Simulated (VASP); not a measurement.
## Be: relaxation of cell and atoms with PBEsol

Crystal: Be.

```xyz
1
Lattice="0.0000 1.5950 1.5950 1.5950 0.0000 1.5950 1.5950 1.5950 0.0000" Properties=species:S:1:pos:R:3 pbc="T T T"
Be    0.0000    0.0000    0.0000
```

This isn't the form of Be at room conditions, which is hcp.

```json
{
 "Program": "VASP 6.6.1",
 "Task": "relaxation of cell and atoms",
 "Functional": "PBEsol",
 "Potentials or basis": "VASP PAW PBE potentials, release 64 (Be)",
 "Cutoff": "600 eV",
 "k mesh": "23 × 23 × 23",
 "Occupations": "fermi-dirac, width 0.05 eV",
 "Spin": "no spin polarisation",
 "Target pressure": "10 GPa",
 "Dipole correction": "no",
 "Further INCAR settings": "ALGO = Normal; EDIFF = 1e-07; IBRION = 2; EDIFFG = -0.02; NSW = 80; ISIF = 3"
}
```

The relaxed volume is 7.27 Å³/atom, the relaxed cell is a = 2.175 Å, b = 2.175 Å, c = 2.175 Å, α = 60.00°, β = 60.00°, γ = 60.00° and the space group after relaxing (to 0.1 Å) is Fm-3m (No. 225). The energy change on relaxing (the run minimises the enthalpy) is +11.9 meV/atom. The ionic steps are 3, the pressure after relaxing is 10.0 GPa and the band gap on the k mesh is zero (bands 1 and 2 overlap by 0.69 eV).

Step by step:
```
step  energy change (eV)  largest force (eV/Å)  pressure (GPa)  volume (Å³)
   1              0.0000                0.0000           -4.28         8.12
   2              0.0104                0.0000            9.47         7.29
   3              0.0119                0.0000            9.98         7.27
```

Final structure:
```cif
data_structure
_symmetry_space_group_name_H-M 'P 1'
_symmetry_Int_Tables_number 1
_cell_length_a 2.1745
_cell_length_b 2.1745
_cell_length_c 2.1745
_cell_angle_alpha 60.000
_cell_angle_beta 60.000
_cell_angle_gamma 60.000
_cell_volume 7.27
loop_
_atom_site_label
_atom_site_type_symbol
_atom_site_fract_x
_atom_site_fract_y
_atom_site_fract_z
_atom_site_occupancy
Be1 Be 0.00000 0.00000 0.00000 1
```

Levels at points of the mesh, in eV from the Fermi level:
| k point | band 1 | band 2 | band 3 | band 4 |
| --- | --- | --- | --- | --- |
| (0.00, 0.00, 0.00) | -12.39 | 20.66 | 20.66 | 20.66 |

Run time: 13 s on 1 thread of Intel(R) Xeon(R) Platinum 8488C (Sapphire Rapids) (shared host), peak memory 0.13 GiB.

Caveat: the cell is relaxed towards a set pressure, so the run minimises the enthalpy, not the energy; the PAW data sets were made with another functional, which shifts forces and pressure a little.
